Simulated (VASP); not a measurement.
Input of a VASP 6.6.1 run:

Contents of INCAR:

```
ALGO = Normal
EDIFF = 1E-6
ENCUT = 750
GGA = PS
GGA_COMPAT = False
ISIF = 2
ISMEAR = -1
LASPH = True
LCHARG = False
LREAL = False
LWAVE = False
NBANDS = 12
NELM = 120
PREC = Accurate
SIGMA = 0.03
```

The input KPOINTS:

```
k-points
0
Gamma
  9 9 9
```

Contents of POSCAR:

```
LiBr
1.0
    0.0000000000      2.1610009453      2.1610009453
    2.1610009453      0.0000000000      2.1610009453
    2.1610009453      2.1610009453      0.0000000000
Li Br
1 1
Direct
    0.0000000000      0.0000000000      0.0000000000
    0.5000000000      0.5000000000      0.5000000000
```

Potentials or basis: VASP PAW PBE potentials, release 64 (Li_sv, Br).

Command:

```console
$ cat potpaw_PBE.64/Li_sv/POTCAR potpaw_PBE.64/Br/POTCAR > POTCAR
$ mpirun -np 1 vasp_std > vasp.out
```

Q: Estimate the pressure.

A: 85.2 GPa.

Q: Estimate the band gap on the k mesh.

A: 4.27 eV (least direct gap 6.53 eV).

Caveat: the cell stands under pressure; the PAW data sets were made with another functional, which shifts forces and pressure a little; an odd mesh through Γ misses points on the zone boundary, where band edges can lie.
